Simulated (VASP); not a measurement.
## GaP: single point with PBE

The system is GaP.

```xyz
2
Lattice="0.0000 2.9433 2.6162 2.9433 0.0000 2.6162 2.9433 2.9433 0.0000" Properties=species:S:1:pos:R:3 pbc="T T T"
Ga    0.0000    0.0000    0.0000
P     4.4149    4.4149    3.9244
```

This cell differs from its parent crystal: strain +0.080 along x and y, -0.040 along z.

```json
{"Program": "VASP 6.6.1", "Task": "single point", "Functional": "PBE", "Potentials or basis": "VASP PAW PBE potentials, release 64 (Ga_d, P)", "Cutoff": "520 eV", "k mesh": "8 × 8 × 8", "Occupations": "gaussian, width 0.05 eV", "Spin": "no spin polarisation", "Dipole correction": "no", "Further INCAR settings": "ALGO = Normal; EDIFF = 1e-07; NBANDS = 16"}
```

```
Pressure               : -5.4 GPa
Band gap on the k mesh : 0.49 eV
```

Stress tensor (GPa, compression positive):
```
-7.65  0.00  0.00
 0.00 -7.65  0.00
 0.00  0.00 -0.87
```

Levels at points of the mesh, in eV from the valence-band top:
| k point | band 5 | band 6 | band 7 | band 8 | band 9 | band 10 | band 11 | band 12 | band 13 | band 14 |
| --- | --- | --- | --- | --- | --- | --- | --- | --- | --- | --- |
| (0.00, 0.00, 0.00) | -14.67 | -12.01 | -0.50 | -0.50 | 0.00 | 0.49 | 3.47 | 3.74 | 3.74 | 7.99 |
| (0.50, 0.00, 0.00) | -14.66 | -10.28 | -6.35 | -1.67 | -0.91 | 0.82 | 4.04 | 4.98 | 7.78 | 9.54 |
| (0.50, 0.50, 0.00) | -14.65 | -9.28 | -6.12 | -3.08 | -3.08 | 0.88 | 1.14 | 9.38 | 9.38 | 10.41 |
| (0.50, 0.00, 0.50) | -14.67 | -9.68 | -6.78 | -2.38 | -2.32 | 1.80 | 1.93 | 8.80 | 8.97 | 9.34 |

Run time: 91 s on 1 thread of Intel Xeon 8259CL, with other jobs on the host, peak memory 0.2 GiB.

Caveat: the cell differs from its parent crystal (strain +0.080 along x and y, -0.040 along z); the cell stands under tension. A k mesh can miss the band edges.
